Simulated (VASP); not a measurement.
# Mo (Im-3m) in VASP: further runs, part 2 of 2

VASP 6.6.1. The steps go on from the part before.

## 3. Single point, PBE

INCAR reads:

```
  PREC = Accurate
  ENCUT = 520
  EDIFF = 1E-6
  ISMEAR = 0
  SIGMA = 0.1
  LREAL = F
  LASPH = T
  NELM = 80
  ALGO = Fast
  ISIF = 2
  LWAVE = F
  LCHARG = F
  GGA = PE
  NBANDS = 13
```

KPOINTS reads:

```
Automatic mesh
0
Gamma
  28 28 28
```

POSCAR reads:

```
Mo
1.0
   -1.5124484980      1.5124484980      1.5124484980
    1.5124484980     -1.5124484980      1.5124484980
    1.5124484980      1.5124484980     -1.5124484980
Mo
1
Direct
    0.0000000000      0.0000000000      0.0000000000
```

Potentials or basis: VASP PAW PBE potentials, release 64 (Mo_sv).

Command:

```bash
cat potpaw_PBE.64/Mo_sv/POTCAR > POTCAR
mpirun -np 1 vasp_std > vasp.out
```

OUTCAR:

```text
PREC = Accurate
   ENCUT = 520
   EDIFF = 1E-6
   ISMEAR = 0
   LREAL = F
   LASPH = T
   NELM = 80
   ISIF = 2
   GGA = PE

 ion  position               nearest neighbor table
   1  0.000  0.000  0.000-

  LATTYP: Found a body centered cubic cell.
 ALAT       =     3.0248969960

  Lattice vectors:

 A1 = (  -1.5124484980,   1.5124484980,   1.5124484980)
 A2 = (   1.5124484980,  -1.5124484980,   1.5124484980)
 A3 = (   1.5124484980,   1.5124484980,  -1.5124484980)

Analysis of symmetry for initial positions (statically):
=====================================================================
 Subroutine PRICEL returns:
 Original cell was already a primitive cell.

 Routine SETGRP: Setting up the symmetry group for a
 body centered cubic supercell.

 Subroutine GETGRP returns: Found 48 space group operations
 (whereof 48 operations were pure point group operations)
 out of a pool of 48 trial point group operations.

The static configuration has the point symmetry O_h .

Analysis of symmetry for dynamics (positions and initial velocities):
=====================================================================
[... 161 lines left out ...]
 fundamental gap:      0.0067111811
 Fermi energy:        14.7256617804

 k-point     1 :       0.0000    0.0000    0.0000
  band No.  band energies     occupation
      1     -46.6828      2.00000
      2     -19.6035      2.00000
      3     -19.6035      2.00000
      4     -19.6035      2.00000
      5       7.0712      2.00000
      6      13.0315      2.00000
      7      13.0316      2.00000
      8      13.0316      2.00000
      9      16.5354      0.00000
     10      16.5354      0.00000
     11      29.6369      0.00000
     12      29.6369      0.00000
     13      29.6369      0.00000
[... 354 lines left out ...]
  band No.  band energies     occupation
      1     -46.3548      2.00000
      2     -21.1927      2.00000
      3     -20.1010      2.00000
      4     -19.6329      2.00000
      5       9.0866      2.00000
      6      11.1014      2.00000
      7      14.1482      2.00000
      8      16.3411      0.00000
      9      17.0656      0.00000
     10      18.0027      0.00000
     11      28.5590      0.00000
     12      30.6672      0.00000
     13      37.2230      0.00000

 [... further k-points ...]
[... 5 lines left out ...]
  --------------------------------------------------------------------------------------
  -------------------------------------------------------------------------------------
  Total        3.9640143      3.9640143      3.9640143      0.0000000      0.0000000      0.0000000
  in kB      458.9274380    458.9274380    458.9274380      0.0000000      0.0000000      0.0000000
  external PRESSURE =     458.9274380 kB  Pullay stress =       0.0000000 kB

 VOLUME and BASIS-vectors are now :
 -----------------------------------------------------------------------------
  energy-cutoff  :      520.00
  volume of cell :       13.84
      direct lattice vectors                 reciprocal lattice vectors
    -1.512448498  1.512448498  1.512448498     0.000000000  0.330589769  0.330589769
     1.512448498 -1.512448498  1.512448498     0.330589769  0.000000000  0.330589769
     1.512448498  1.512448498 -1.512448498     0.330589769  0.330589769  0.000000000

 POSITION                                       TOTAL-FORCE (eV/Angst)
 -----------------------------------------------------------------------------------
      0.00000      0.00000      0.00000         0.000000     -0.000000      0.000000
 -----------------------------------------------------------------------------------
    total drift:                                0.000000     -0.000000      0.000000

  FREE ENERGIE OF THE ION-ELECTRON SYSTEM (eV)
  ---------------------------------------------------
  free  energy   TOTEN  =       -10.6814452707 eV

  energy  without entropy=      -10.6781122137  energy(sigma->0) =      -10.67977874
```

stdout:

```text
POSCAR found type information on POSCAR Mo
 POSCAR found :  1 types and       1 ions
 scaLAPACK will be used
 LDA part: xc-table for (Slater+PW92), standard interpolation
 POSCAR, INCAR and KPOINTS ok, starting setup
 FFT: planning ... GRIDC
 FFT: planning ... GRID_SOFT
 FFT: planning ... GRID
 WAVECAR not read
 entering main loop
```

It took 60 s on 1 thread of Intel Xeon 6975P-C, shared host; peak memory 0.22 GiB.

Results:

- Free energy: -10.6814 eV
- Pressure: 45.9 GPa
- Band gap on the k mesh: zero (band 7 reaches 19.38 eV, above the bottom of band 8 at 13.03 eV)

Levels at points of the mesh, in eV from the Fermi level:
```tsv
k point	band 4	band 5	band 6	band 7	band 8	band 9	band 10	band 11
(0.00, 0.00, 0.00)	-34.33	-7.65	-1.69	-1.69	-1.69	1.81	1.81	14.91
(0.50, 0.00, 0.00)	-34.35	-6.17	-4.10	1.92	2.12	2.66	5.59	12.12
(0.50, 0.50, 0.50)	-35.71	-6.53	-6.53	4.65	4.65	4.65	10.02	10.02
```

## 4. Single point, PBE

INCAR reads:

```
SYSTEM = Mo
ALGO = Normal
EDIFF = 1E-6
ENCUT = 520
GGA = PE
ISIF = 2
ISMEAR = -1
LASPH = .TRUE.
LCHARG = .FALSE.
LREAL = .FALSE.
LWAVE = .FALSE.
NBANDS = 13
NELM = 80
PREC = Accurate
SIGMA = 0.15
```

KPOINTS reads:

```
k-points
0
G
  28 28 28
  0 0 0
```

POSCAR reads:

```
Mo
1.0
   -1.5125714622      1.5125714622      1.5125714622
    1.5125714622     -1.5125714622      1.5125714622
    1.5125714622      1.5125714622     -1.5125714622
Mo
1
Direct
    0.0000000000      0.0000000000      0.0000000000
```

Command:

```bash
cat potpaw_PBE.64/Mo_sv/POTCAR > POTCAR
mpirun -np 1 vasp_std > vasp.out
```

It took 57 s on 1 thread of Intel Xeon 6975P-C, shared host; peak memory 0.21 GiB.

The run converged. Its results:

* Free energy: -10.7046 eV
* Pressure: 45.9 GPa
* Band gap on the k mesh: zero (band 7 reaches 19.38 eV, above the bottom of band 8 at 13.03 eV)

Levels at points of the mesh, in eV from the Fermi level:
```
           k point  band 5  band 6  band 7  band 8  band 9  band 10
(0.00, 0.00, 0.00)   -7.61   -1.65   -1.65   -1.65    1.86     1.86
(0.50, 0.00, 0.00)   -6.12   -4.05    1.97    2.16    2.71     5.64
(0.50, 0.50, 0.50)   -6.48   -6.48    4.70    4.70    4.70    10.06
```

## 5. Relaxation of cell and atoms, PBE, target pressure 45 GPa, at which the enthalpy is minimised

INCAR reads:

```
ALGO = Fast
EDIFF = 1E-7
EDIFFG = -0.002
ENCUT = 600
GGA = PE
IBRION = 2
ISIF = 3
ISMEAR = 0
LASPH = T
LCHARG = F
LREAL = F
LWAVE = F
NELM = 100
NSW = 100
PREC = Accurate
PSTRESS = 450.0
SIGMA = 0.1
```

KPOINTS reads:

```
k-points
0
Gamma
  28 28 28
```

POSCAR reads:

```
Mo
1.0
   -1.5123182148      1.5123182148      1.5123182148
    1.5123182148     -1.5123182148      1.5123182148
    1.5123182148      1.5123182148     -1.5123182148
Mo
1
Direct
    0.0000000000      0.0000000000      0.0000000000
```

Command:

```bash
cat potpaw_PBE.64/Mo_sv/POTCAR > POTCAR
mpirun -np 1 vasp_std > vasp.out
```

It took 3.2 min on 1 thread of Intel Xeon 6975P-C, shared host; peak memory 0.25 GiB.

Results (log left out):

```yaml
Free_energy: -10.6887 eV
Relaxed_volume: 13.86 Å³/atom
Relaxed_cell: a = 2.621 Å, b = 2.621 Å, c = 2.621 Å, α = 109.47°, β = 109.47°, γ = 109.47°
Space_group_after_relaxing_to_0.05_Å: Im-3m (No. 229)
Energy_change_on_relaxing_the_enthalpy_is_what_falls: -8.3 meV/atom
Ionic_steps: 3
Pressure_after_relaxing: 45.0 GPa
Band_gap_on_the_k_mesh: zero (band 7 reaches 19.33 eV, above the bottom of band 8 at 13.00 eV)
```

Step by step:
```
step  energy change (eV)  largest force (eV/Å)  pressure (GPa)  volume (Å³)
   1              0.0000                0.0000           45.92        13.84
   2             -0.0434                0.0000           40.94        14.00
   3             -0.0083                0.0000           45.00        13.86
```

Final structure:
```yaml
crystal:
  lattice:
    - [-1.51338, 1.51338, 1.51338]
    - [1.51338, -1.51338, 1.51338]
    - [1.51338, 1.51338, -1.51338]
  atoms:
    - { symbol: Mo, position: [0.00000, 0.00000, 0.00000] }
```

Levels at points of the mesh, in eV from the Fermi level:
```
           k point  band 4  band 5  band 6  band 7  band 8  band 9  band 10  band 11
(0.00, 0.00, 0.00)  -34.33   -7.65   -1.69   -1.69   -1.69    1.81     1.81    14.91
(0.50, 0.00, 0.00)  -34.36   -6.16   -4.09    1.92    2.11    2.65     5.58    12.11
(0.50, 0.50, 0.50)  -35.71   -6.51   -6.51    4.64    4.64    4.64    10.00    10.00
```

Caveat: the cell is relaxed towards a set pressure, so the enthalpy falls and the energy may rise.

## 6. Overview

| task | cell | k mesh | cutoff (eV) | smearing | gap on the mesh (eV) | pressure (GPa) |
| --- | --- | --- | --- | --- | --- | --- |
| single point | a = 2.619 Å, angles 109.5°, 1 atom | 26 × 26 × 26 | 520 | gaussian 0.1 eV | none | 45.9 |
| single point | a = 2.620 Å, angles 109.5°, 1 atom | 28 × 28 × 28 | 520 | gaussian 0.1 eV | none | 45.9 |
| single point | a = 2.620 Å, angles 109.5°, 1 atom | 28 × 28 × 28 | 520 | fermi-dirac 0.15 eV | none | 45.9 |
| relaxation of cell and atoms | relaxed to 45 GPa from a = 2.619 Å, angles 109.5°, 1 atom | 28 × 28 × 28 | 600 | gaussian 0.1 eV | none | 45.0 |

Alike in all rows: level PBE; potentials or basis VASP PAW PBE potentials, release 64 (Mo_sv); no spin polarisation.

Every run on the cell as given and a fine mesh finds a metal.

Caveats: the cell is relaxed towards a set pressure, so the enthalpy falls and the energy may rise (some runs).

Absolute energies hang on the potentials; compare differences alone.
